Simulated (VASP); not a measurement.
# Be3B4 in VASP: further runs, part 2 of 2

VASP 6.6.1.

## 4. Single point, PBE

File INCAR:

```
PREC = Accurate ; ENCUT = 520
EDIFF = 1E-6 ; ISMEAR = 0
SIGMA = 0.1 ; LREAL = False
LASPH = True ; NELM = 80
ALGO = Normal ; ISIF = 2
LWAVE = False ; LCHARG = False
LDIPOL = True ; IDIPOL = 3
DIPOL = 0.5 0.5 0.307 ; GGA = PE
NBANDS = 18
```

File KPOINTS:

```
regular mesh
0
Gamma
  8 8 1
```

File POSCAR:

```
Be3B4
1.0
    3.0287215619     -3.8413522812      0.0000000000
    3.0287215619      3.8413522812      0.0000000000
    0.0000000000      0.0000000000     26.3222732800
Be B
3 4
Direct
    0.8935122721      0.7831926023      0.3073591318
    0.4668073977      0.3564877279      0.3073591318
    0.0653518755      0.1846481245      0.3073217844
    0.1685180110      0.5769898551      0.3073471135
    0.6730101449      0.0814819890      0.3073471135
    0.8388700144      0.4111299856      0.3073519422
    0.3300472543      0.9199527457      0.3073452991
```

Potentials or basis: VASP PAW PBE potentials, release 64 (Be, B).

The run is started by

```
cat potpaw_PBE.64/Be/POTCAR potpaw_PBE.64/B/POTCAR > POTCAR
mpirun -np 1 vasp_std > vasp.out
```

OUTCAR:

```text
PREC = Accurate
   ENCUT = 520
   EDIFF = 1E-6
   ISMEAR = 0
   LREAL = False
   LASPH = True
   NELM = 80
   ISIF = 2
   GGA = PE

 ion  position               nearest neighbor table
   1  0.894  0.783  0.307-   6 1.78   4 1.86   3 1.95   5 2.01   7 2.08
   2  0.467  0.356  0.307-   6 1.78   5 1.86   3 1.95   4 2.01   7 2.08
   3  0.065  0.185  0.307-   6 1.74   5 1.87   4 1.87   2 1.95   1 1.95   7 2.03
   4  0.169  0.577  0.307-   6 1.63   7 1.68   1 1.86   3 1.87   2 2.01
   5  0.673  0.081  0.307-   6 1.63   7 1.68   2 1.86   3 1.87   1 2.01
   6  0.839  0.411  0.307-   4 1.63   5 1.63   3 1.74   2 1.78   1 1.78
   7  0.330  0.920  0.307-   4 1.68   5 1.68   3 2.03   2 2.08   1 2.08

  LATTYP: Found a base centered orthorhombic cell.
 ALAT       =     6.0574431238
 B/A-ratio  =     1.2683081633
 C/A-ratio  =     4.3454429108

[... 650 lines left out ...]
  external PRESSURE =       0.0672773 kB  Pullay stress =       0.0000000 kB

 VOLUME and BASIS-vectors are now :
 -----------------------------------------------------------------------------
  energy-cutoff  :      520.00
  volume of cell :      612.49
      direct lattice vectors                 reciprocal lattice vectors
     3.028721562 -3.841352281  0.000000000     0.165086156 -0.130162496  0.000000000
     3.028721562  3.841352281  0.000000000     0.165086156  0.130162496  0.000000000
     0.000000000  0.000000000 26.322273280     0.000000000  0.000000000  0.037990640

 POSITION                                       TOTAL-FORCE (eV/Angst)
 -----------------------------------------------------------------------------------
      5.07827     -0.42378      8.09039        -0.000242      0.014088     -0.000074
      2.49353     -0.42378      8.09039         0.000242      0.014088     -0.000074
      0.75718      0.45826      8.08941         0.000000     -0.017497      0.000172
      2.25794      1.56908      8.09007         0.012473     -0.008009     -0.000006
      2.28515     -2.27227      8.09007        -0.012473     -0.008009     -0.000006
      3.78590     -1.64310      8.09020         0.000000      0.011261     -0.000018
      3.78590      2.26603      8.09003         0.000000     -0.005923      0.000008
 -----------------------------------------------------------------------------------
    total drift:                               -0.000000     -0.000008      0.000008

  FREE ENERGIE OF THE ION-ELECTRON SYSTEM (eV)
  ---------------------------------------------------
  free  energy   TOTEN  =       -34.9097288724 eV

  energy  without entropy=      -34.9059436037  energy(sigma->0) =      -34.90783624

 vacuum level on the upper side and lower side of the slab         0.950         0.951
```

stdout:

```text
POSCAR found type information on POSCAR BeB
 POSCAR found :  2 types and       7 ions
 scaLAPACK will be used
 LDA part: xc-table for (Slater+PW92), standard interpolation
 POSCAR, INCAR and KPOINTS ok, starting setup
 FFT: planning ... GRIDC
 FFT: planning ... GRID_SOFT
 FFT: planning ... GRID
 WAVECAR not read
 entering main loop
```

It took 3.5 min on 1 thread of Intel Xeon 6975P-C (Granite Rapids), shared host; peak memory 0.65 GiB.

What came out:

- Free energy: -34.9097 eV
- Largest force: 0.017 eV/Å
- Band gap on the k mesh: zero (bands 9 and 10 overlap by 1.37 eV)

Forces in eV/Å, atoms in the order of the input:
```
Be   0.000  0.014  0.000
Be   0.000  0.014  0.000
Be   0.000 -0.017  0.000
B    0.012 -0.008  0.000
B   -0.012 -0.008  0.000
B    0.000  0.011  0.000
B    0.000 -0.006  0.000
```

Levels at points of the mesh, in eV from the Fermi level:
```tsv
k point	band 7	band 8	band 9	band 10	band 11	band 12
(0.00, 0.00, 0.00)	-3.34	-2.10	-1.46	1.75	1.85	3.96
(0.50, 0.00, 0.00)	-2.25	-1.74	-1.47	0.63	3.19	3.72
(0.50, 0.50, 0.00)	-2.16	-2.06	0.19	0.35	1.40	3.85
```

## 5. Single point, PBE

This run uses another cell than the first one.

File INCAR:

```
SYSTEM = Be3B4
ALGO = Normal ; DIPOL = 0.5 0.5 0.307
EDIFF = 1E-6 ; ENCUT = 520
GGA = PE ; IDIPOL = 3
ISIF = 2 ; ISMEAR = 0
LASPH = .True. ; LCHARG = .False.
LDIPOL = .True. ; LREAL = .False.
LWAVE = .False. ; NBANDS = 18
NELM = 80 ; PREC = Accurate
SIGMA = 0.1
```

File KPOINTS:

```
k-points
0
Gamma
  8 8 1
  0 0 0
```

File POSCAR:

```
Be3B4
1.0
    3.0167040542     -3.8754493600      0.0000000000
    3.0167040542      3.8754493600      0.0000000000
    0.0000000000      0.0000000000     26.3222732800
Be B
3 4
Direct
    0.8948057018      0.7821582118      0.3073906683
    0.4678417882      0.3551942982      0.3073906683
    0.0643678683      0.1856321317      0.3072295851
    0.1708446818      0.5779368821      0.3073490807
    0.6720631179      0.0791553182      0.3073490807
    0.8389977947      0.4110022053      0.3074065402
    0.3271960173      0.9228039827      0.3073158932
```

Potentials or basis: VASP PAW PBE potentials, release 64 (Be, B).

The run is started by

```
cat potpaw_PBE.64/Be/POTCAR potpaw_PBE.64/B/POTCAR > POTCAR
mpirun -np 1 vasp_std > vasp.out
```

OUTCAR:

```text
SYSTEM = Be3B4
   EDIFF = 1E-6
   ENCUT = 520
   GGA = PE
   ISIF = 2
   ISMEAR = 0
   LASPH = .True.
   LREAL = .False.
   NELM = 80
   PREC = Accurate

 ion  position               nearest neighbor table
   1  0.895  0.782  0.307-   6 1.78   4 1.87   3 1.95   5 2.03   7 2.07
   2  0.468  0.355  0.307-   6 1.78   5 1.87   3 1.95   4 2.03   7 2.07
   3  0.064  0.186  0.307-   6 1.75   5 1.87   4 1.87   2 1.95   1 1.95   7 2.04
   4  0.171  0.578  0.307-   6 1.63   7 1.68   3 1.87   1 1.87   2 2.03
   5  0.672  0.079  0.307-   6 1.63   7 1.68   3 1.87   2 1.87   1 2.03
   6  0.839  0.411  0.307-   4 1.63   5 1.63   3 1.75   2 1.78   1 1.78
   7  0.327  0.923  0.307-   4 1.68   5 1.68   3 2.04   2 2.07   1 2.07

  LATTYP: Found a base centered orthorhombic cell.
[... 655 lines left out ...]
  external PRESSURE =      -0.7411015 kB  Pullay stress =       0.0000000 kB

 VOLUME and BASIS-vectors are now :
 -----------------------------------------------------------------------------
  energy-cutoff  :      520.00
  volume of cell :      615.47
      direct lattice vectors                 reciprocal lattice vectors
     3.016704054 -3.875449360  0.000000000     0.165743802 -0.129017297  0.000000000
     3.016704054  3.875449360  0.000000000     0.165743802  0.129017297  0.000000000
     0.000000000  0.000000000 26.322273280     0.000000000  0.000000000  0.037990640

 POSITION                                       TOTAL-FORCE (eV/Angst)
 -----------------------------------------------------------------------------------
      5.05890     -0.43656      8.09122         0.058041     -0.024671     -0.000313
      2.48286     -0.43656      8.09122        -0.058041     -0.024671     -0.000313
      0.75418      0.46995      8.08698         0.000000     -0.014986      0.000687
      2.25885      1.57767      8.09013        -0.111170      0.199097      0.000208
      2.26620     -2.29778      8.09013         0.111170      0.199097      0.000208
      3.77088     -1.65868      8.09164         0.000000     -0.235182     -0.002364
      3.77088      2.30825      8.08925         0.000000     -0.098685      0.001887
 -----------------------------------------------------------------------------------
    total drift:                                0.000000      0.000017      0.000012

  FREE ENERGIE OF THE ION-ELECTRON SYSTEM (eV)
  ---------------------------------------------------
  free  energy   TOTEN  =       -34.9006885904 eV

  energy  without entropy=      -34.8944897469  energy(sigma->0) =      -34.89758917

 vacuum level on the upper side and lower side of the slab         0.948         0.947
```

It took 5.6 min on 1 thread of Intel Xeon 6975P-C (Granite Rapids), shared host; peak memory 0.72 GiB.

Results:

```
Free energy            : -34.9007 eV
Largest force          : 0.235 eV/Å
Band gap on the k mesh : zero (bands 9 and 10 overlap by 1.41 eV)
```

Forces on the atoms (eV/Å):
```
Be   0.058 -0.025  0.000
Be  -0.058 -0.025  0.000
Be   0.000 -0.015  0.001
B   -0.111  0.199  0.000
B    0.111  0.199  0.000
B    0.000 -0.235 -0.002
B    0.000 -0.099  0.002
```

## 6. The runs side by side

| cell | k mesh | smearing | gap on the mesh (eV) | largest force (eV/Å) |
| --- | --- | --- | --- | --- |
| a = 4.892, b = 4.892, c = 26.322 Å, angles 90.0, 90.0, 103.5°, 7 atoms, atomic positions A | 6 × 6 × 1 | gaussian 0.2 eV | none | 0.05 |
| a = 4.902, b = 4.902, c = 26.322 Å, angles 90.0, 90.0, 104.0°, 7 atoms, atomic positions B | 6 × 6 × 1 | gaussian 0.2 eV | none | 0.02 |
| a = 4.892, b = 4.892, c = 26.322 Å, angles 90.0, 90.0, 103.5°, 7 atoms, atomic positions A | 8 × 8 × 1 | gaussian 0.1 eV | none | 0.02 |
| a = 4.911, b = 4.911, c = 26.322 Å, angles 90.0, 90.0, 104.2°, 7 atoms, atomic positions C | 8 × 8 × 1 | gaussian 0.1 eV | none | 0.24 |

Alike in all rows: task single point; level PBE; potentials or basis VASP PAW PBE potentials, release 64 (Be, B); no spin polarisation; cutoff (eV) 520.

Absolute energies hang on the potentials; compare differences alone.
